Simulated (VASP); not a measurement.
# LiBr (Fm-3m) in VASP: notebook

The runs below take LiBr through single point, with r2SCAN.

Program: VASP 6.6.1. These are calculated values, not measurements. Logs are shortened: lines on timing, memory, paths and dates and some standing lists are left out, and cuts for length are marked.

### 1 The cell of the first run

Symmetry: Fm-3m, No. 225, cubic system. Conventional cell: a = 5.424 Å, b = 5.424 Å, c = 5.424 Å, α = 90.00°, β = 90.00°, γ = 90.00°. Within 3.6 Å of Li (site symmetry m-3m) lie 6 Br at 2.71 Å. Br (site symmetry m-3m) has 6 Li at 2.71 Å within 3.6 Å.

### 2 Single point, r2SCAN (volume changed by -3%)

Contents of POSCAR:

```
LiBr
1.0
    0.0000000000      2.7118744848      2.7118744848
    2.7118744848      0.0000000000      2.7118744848
    2.7118744848      2.7118744848      0.0000000000
Li Br
1 1
Direct
    0.0000000000      0.0000000000      0.0000000000
    0.5000000000      0.5000000000      0.5000000000
```

Contents of INCAR.step1:

```
PREC     = Accurate       # precision mode
ENCUT    = 830            # plane-wave cutoff, eV
ISMEAR   = 0              # smearing method
SIGMA    = 0.01           # smearing width, eV
LREAL    = False          # projectors in reciprocal space
LASPH    = True           # aspherical terms in the spheres
NELM     = 120            # most SCF steps
NBANDS   = 12             # bands
GGA      = PE             # functional
ALGO     = Normal         # electronic algorithm
EDIFF    = 1E-5           # SCF threshold, eV
LWAVE    = True           # write WAVECAR
LCHARG   = False          # write CHGCAR
GGA_COMPAT= False
```

Contents of INCAR.step2:

```
PREC     = Accurate       # precision mode
ENCUT    = 830            # plane-wave cutoff, eV
EDIFF    = 1E-6           # SCF threshold, eV
ISMEAR   = 0              # smearing method
SIGMA    = 0.01           # smearing width, eV
LREAL    = False          # projectors in reciprocal space
LASPH    = True           # aspherical terms in the spheres
NELM     = 120            # most SCF steps
ALGO     = Normal         # electronic algorithm
ISIF     = 2              # what is computed and relaxed
LWAVE    = False          # write WAVECAR
LCHARG   = False          # write CHGCAR
METAGGA  = R2SCAN         # meta-GGA
LMIXTAU  = True         
NBANDS   = 12             # bands
ISTART   = 1            
GGA_COMPAT= False
```

Contents of KPOINTS:

```
regular mesh
0
Gamma
  6 6 6
```

Potentials or basis: VASP PAW PBE potentials, release 64 (Li_sv, Br).

Started as:

```bash
> cat potpaw_PBE.64/Li_sv/POTCAR potpaw_PBE.64/Br/POTCAR > POTCAR
> cp INCAR.step1 INCAR
> mpirun -np 1 vasp_std > vasp.out
> cp INCAR.step2 INCAR
> mpirun -np 1 vasp_std > vasp.out
```

OUTCAR:

```text
PREC = Accurate
   ENCUT = 830
   EDIFF = 1E-6
   ISMEAR = 0
   LREAL = False
   LASPH = True
   NELM = 120
   ISIF = 2
   METAGGA = R2SCAN
   ISTART = 1

 ion  position               nearest neighbor table
   1  0.000  0.000  0.000-
   2  0.500  0.500  0.500-

  LATTYP: Found a face centered cubic cell.
 ALAT       =     5.4237489696

  Lattice vectors:

 A1 = (   0.0000000000,   2.7118744848,   2.7118744848)
 A2 = (   2.7118744848,   0.0000000000,   2.7118744848)
 A3 = (   2.7118744848,   2.7118744848,   0.0000000000)

Analysis of symmetry for initial positions (statically):
=====================================================================
 Subroutine PRICEL returns:
 Original cell was already a primitive cell.

 Routine SETGRP: Setting up the symmetry group for a
 face centered cubic supercell.

 Subroutine GETGRP returns: Found 48 space group operations
 (whereof 48 operations were pure point group operations)
 out of a pool of 48 trial point group operations.

The static configuration has the point symmetry O_h .

Analysis of symmetry for dynamics (positions and initial velocities):
=====================================================================
 Subroutine PRICEL returns:
 Original cell was already a primitive cell.

 Routine SETGRP: Setting up the symmetry group for a
 face centered cubic supercell.

 Subroutine GETGRP returns: Found 48 space group operations
 (whereof 48 operations were pure point group operations)
 out of a pool of 48 trial point group operations.

The dynamic configuration has the point symmetry O_h .

 Subroutine INISYM returns: Found 48 space group operations
 (whereof 48 operations are pure point group operations),
 and found     1 'primitive' translations

----------------------------------------------------------------------------------------

                                     Primitive cell

  volume of cell :      39.8877

  direct lattice vectors                    reciprocal lattice vectors
     0.000000000  2.711874485  2.711874485    -0.184374315  0.184374315  0.184374315
     2.711874485  0.000000000  2.711874485     0.184374315 -0.184374315  0.184374315
     2.711874485  2.711874485  0.000000000     0.184374315  0.184374315 -0.184374315

  length of vectors
     3.835169676  3.835169676  3.835169676     0.319345681  0.319345681  0.319345681

  position of ions in fractional coordinates (direct lattice)
     0.000000000  0.000000000  0.000000000
     0.500000000  0.500000000  0.500000000

  ion indices of the primitive-cell ions
   primitive index   ion index
                 1           1
                 2           2

----------------------------------------------------------------------------------------

 KPOINTS: regular mesh

Automatic generation of k-mesh.
 Grid dimensions read from file:
 generate k-points for:    6    6    6

 Generating k-lattice:

  Cartesian coordinates                     Fractional coordinates (reciprocal lattice)
    -0.030729052  0.030729052  0.030729052     0.166666667  0.000000000  0.000000000
     0.030729052 -0.030729052  0.030729052     0.000000000  0.166666667  0.000000000
     0.030729052  0.030729052 -0.030729052     0.000000000  0.000000000  0.166666667

  Length of vectors
     0.053224280  0.053224280  0.053224280

  Shift w.r.t. Gamma in fractional coordinates (k-lattice)
     0.000000000  0.000000000  0.000000000

 Subroutine IBZKPT returns following result:
 ===========================================

 Found     16 irreducible k-points:

 Following reciprocal coordinates:
            Coordinates               Weight
  0.000000  0.000000  0.000000      1.000000
  0.166667  0.000000  0.000000      8.000000
  0.333333  0.000000  0.000000      8.000000
  0.500000  0.000000  0.000000      4.000000
  0.166667  0.166667  0.000000      6.000000
  0.333333  0.166667  0.000000     24.000000
[... 8 lines left out ...]
 -0.333333  0.333333  0.166667     24.000000
 -0.333333  0.500000  0.166667     12.000000
   k-points           NKPTS =     16   k-points in BZ     NKDIM =     16   number of bands    NBANDS=     12
   number of dos      NEDOS =    301   number of ions     NIONS =      2
   total plane-waves  NPLWV =  46656
   dimension x,y,z NGX =    36 NGY =   36 NGZ =   36
   dimension x,y,z NGXF=    72 NGYF=   72 NGZF=   72
   ions per type =               1   1
   NGX,Y,Z   is equivalent  to a cutoff of  15.61, 15.61, 15.61 a.u.
   NGXF,Y,Z  is equivalent  to a cutoff of  31.21, 31.21, 31.21 a.u.
 SYSTEM =  unknown system
   PREC   = accura    normal or accurate (medium, high low for compatibility)
   ISTART =      1    job   : 0-new  1-cont  2-samecut
   ICHARG =      0    charge: 1-file 2-atom 10-const
   ISPIN  =      1    spin polarized calculation?
   LNONCOLLINEAR =      F non collinear calculations
   LSORBIT =      F    spin-orbit coupling
   LASPH  =      T    aspherical Exc in radial PAW
   ENCUT  =  830.0 eV  61.00 Ry    7.81 a.u.   9.01  9.01  9.01*2*pi/ulx,y,z
   NELM   =    120;   NELMIN=  2; NELMDL=  0     # of ELM steps
   EDIFF  = 0.1E-05   stopping-criterion for ELM
   LREAL  =      F    real-space projection
   EDIFFG = 0.1E-04   stopping-criterion for IOM
   NSW    =      0    number of steps for IOM
   IBRION =     -1    ionic relax: 0-MD 1-quasi-New 2-CG
   NFREE  =      0    steps in history (QN), initial steepest desc. (CG)
   ISIF   =      2    stress and relaxation
   ISYM   =      2    0-nonsym 1-usesym 2-fastsym
   POTIM  = 0.5000    time-step for ionic-motion
   TEBEG  =    0.0;   TEEND  =   0.0 temperature during run
   PSTRESS=    0.0 pullay stress
   NELECT =      10.0000    total number of electrons
   NUPDOWN=      -1.0000    fix difference up-down
   EMIN   =  10.00;   EMAX   =-10.00  energy-range for DOS
   EFERMI =   0.00;   METHOD = LEGACY
   ISMEAR =     0;   SIGMA  =   0.01  broadening in eV -4-tet -1-fermi 0-gaus
   EFERMI_NEDOS =   21; number of points for ismear=-14 and -15
   IALGO  =     38    algorithm
   IMIX   =      4    mixing-type and parameters
     AMIX     =   0.40;   BMIX     =  1.00
     AMIX_MAG =   1.60;   BMIX_MAG =  1.00
  volume/ion in A,a.u.               =      19.94       134.59
  Fermi-wavevector in a.u.,A,eV,Ry     =   1.032275  1.950716 14.498244  1.065591
  Thomas-Fermi vector in A             =   2.166464
   LORBIT       =      0    0 simple, 1 ext, 2 COOP (PROOUT), +10 PAW based schemes
   METAGGA = R2SCAN    functional components
   LHFCALC =     F    Hartree Fock is set to
   AEXX    =    0.0000 exact exchange contribution
   IVDW    =     0    specifies the selected vdW correction
   LEPSILON=     F    determine dielectric tensor
   LRPA    =     F    only Hartree local field effects (RPA)
 non-spin polarized calculation
 Gauss-broadening in eV      SIGMA  =   0.01
  energy-cutoff  :      830.00
  volume of cell :       39.89
 maximum number of plane-waves:      2200
   NGX = 17   NGY = 17   NGZ = 17

 number of electron      10.0000001 magnetization

 Free energy of the ion-electron system (eV)
  ---------------------------------------------------
  ext. energy  EPLUGINS =         0.00000000
  ---------------------------------------------------
  free energy    TOTEN  =       -19.15128827 eV

  energy without entropy =      -19.15128827  energy(sigma->0) =      -19.15128827

 E-fermi :   0.4139     XC(G=0):  -8.9866

 val. band max:        0.2370365624   @ k =   0.0000   0.0000   0.0000
 cond. band min:       6.3247090417   @ k =   0.0000   0.0000   0.0000
 fundamental gap:      6.0876724793
 Fermi energy:         0.4138946949

 k-point     1 :       0.0000    0.0000    0.0000
  band No.  band energies     occupation
      1     -45.4459      2.00000
      2     -13.8161      2.00000
      3       0.2370      2.00000
      4       0.2370      2.00000
      5       0.2370      2.00000
      6       6.3247      0.00000
      7      11.4847      0.00000
      8      11.4847      0.00000
      9      11.4847      0.00000
     10      13.8843      0.00000
     11      13.8843      0.00000
     12      13.8843      0.00000

 k-point     2 :       0.1667    0.0000    0.0000
  band No.  band energies     occupation
      1     -45.4456      2.00000
      2     -13.6904      2.00000
      3      -0.7371      2.00000
      4       0.1559      2.00000
      5       0.1559      2.00000
      6       7.0579      0.00000
      7      10.6703      0.00000
      8      11.0912      0.00000
      9      11.0912      0.00000
     10      12.7015      0.00000
     11      12.7015      0.00000
     12      14.3450      0.00000

 k-point     3 :       0.3333    0.0000    0.0000
  band No.  band energies     occupation
      1     -45.4450      2.00000
      2     -13.4181      2.00000
      3      -2.2140      2.00000
      4       0.0069      2.00000
      5       0.0069      2.00000
      6       6.9692      0.00000
      7       9.6565      0.00000
      8       9.6565      0.00000
      9      12.0624      0.00000
     10      14.6740      0.00000
     11      14.6740      0.00000
     12      14.9012      0.00000
[... 166 lines left out ...]
 k-point    15 :      -0.3333    0.3333    0.1667
  band No.  band energies     occupation
      1     -45.4444      2.00000
      2     -13.1068      2.00000
      3      -2.3520      2.00000
      4      -1.6672      2.00000
      5      -0.6657      2.00000
      6       8.7972      0.00000
      7       9.0447      0.00000
      8      10.9274      0.00000
      9      11.3927      0.00000
     10      14.6358      0.00000
     11      15.6956      0.00000
     12      18.3843      0.00000

 k-point    16 :      -0.3333    0.5000    0.1667
  band No.  band energies     occupation
      1     -45.4443      2.00000
      2     -13.0480      2.00000
      3      -2.4974      2.00000
      4      -1.5894      2.00000
      5      -0.9881      2.00000
      6       8.3374      0.00000
      7       9.2633      0.00000
      8      11.1245      0.00000
      9      11.9247      0.00000
     10      14.8572      0.00000
     11      16.9164      0.00000
     12      18.8014      0.00000

------------------------ aborting loop because EDIFF is reached ----------------------------------------

  FORCE on cell =-STRESS in cart. coord.  units (eV):
  Direction    XX          YY          ZZ          XY          YZ          ZX
  --------------------------------------------------------------------------------------
  -------------------------------------------------------------------------------------
  Total        0.1258276      0.1258276      0.1258276      0.0000000      0.0000000     -0.0000000
  in kB        5.0541440      5.0541440      5.0541440      0.0000000      0.0000000     -0.0000000
  external PRESSURE =       5.0541440 kB  Pullay stress =       0.0000000 kB

 VOLUME and BASIS-vectors are now :
 -----------------------------------------------------------------------------
  energy-cutoff  :      830.00
  volume of cell :       39.89
      direct lattice vectors                 reciprocal lattice vectors
     0.000000000  2.711874485  2.711874485    -0.184374315  0.184374315  0.184374315
     2.711874485  0.000000000  2.711874485     0.184374315 -0.184374315  0.184374315
     2.711874485  2.711874485  0.000000000     0.184374315  0.184374315 -0.184374315

 POSITION                                       TOTAL-FORCE (eV/Angst)
 -----------------------------------------------------------------------------------
      0.00000      0.00000      0.00000        -0.000000     -0.000000      0.000000
      2.71187      2.71187      2.71187         0.000000      0.000000     -0.000000
 -----------------------------------------------------------------------------------
    total drift:                                0.000000      0.000000      0.000000

  FREE ENERGIE OF THE ION-ELECTRON SYSTEM (eV)
  ---------------------------------------------------
  free  energy   TOTEN  =       -19.1512882668 eV

  energy  without entropy=      -19.1512882668  energy(sigma->0) =      -19.15128827
```

Run time: 2 min. Hardware: 1 thread of Intel Xeon 8259CL, shared host; peak memory 0.22 GiB.

What came out:

| Property | Result |
| --- | --- |
| Free energy | -19.1513 eV |
| Pressure | 0.5 GPa |
| Band gap on the k mesh | 6.09 eV, direct |

Levels at points of the mesh, in eV from the valence-band top:
| k point | band 3 | band 4 | band 5 | band 6 | band 7 | band 8 |
| --- | --- | --- | --- | --- | --- | --- |
| (0.00, 0.00, 0.00) | 0.00 | 0.00 | 0.00 | 6.09 | 11.25 | 11.25 |
| (0.50, 0.00, 0.00) | -3.08 | -0.30 | -0.30 | 6.42 | 8.89 | 8.89 |
| (0.50, 0.50, 0.00) | -3.11 | -1.24 | -1.24 | 7.16 | 7.68 | 13.10 |

Caveat: the PAW data sets were made with another functional, which shifts forces and pressure a little.

(Part 1 of 3 ends here.)
